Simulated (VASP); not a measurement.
Be, 1 atom in the cell. The structure is cubic, space group Im-3m (No. 229). The conventional cell has a = 2.621 Å, b = 2.621 Å, c = 2.621 Å, α = 90.00°, β = 90.00°, γ = 90.00°. Within 3.0 Å of Be (site symmetry m-3m) lie 14 Be at 2.27 to 2.62 Å.  This cell differs from its parent crystal: volume scaled by 1.12.

| Property | Result |
| --- | --- |
| Program | VASP 6.6.1 |
| Task | single point |
| Functional | RPBE |
| Potentials or basis | VASP PAW PBE potentials, release 64 (Be) |
| Cutoff | 520 eV |
| k mesh | 20 × 20 × 20 |
| Occupations | fermi-dirac, width 0.1 eV |
| Spin | no spin polarisation |
| Dipole correction | no |
| Further INCAR settings | ALGO = Normal; EDIFF = 1e-06; NBANDS = 7 |

Potentials or basis: VASP PAW PBE potentials, release 64 (Be).

Run with:

```console
$ cat potpaw_PBE.64/Be/POTCAR > POTCAR
$ mpirun -np 1 vasp_std > vasp.out
```

Hardware: 1 thread of Intel(R) Xeon(R) 6975P-C (Granite Rapids), with other jobs on the host.

**Question.** How long does it take, and how much memory?

**Answer.** Run time: 5.1 s on 1 thread of Intel(R) Xeon(R) 6975P-C (Granite Rapids), on a shared host, peak memory 0.12 GiB. Counts: scf iterations 10, k points 256.
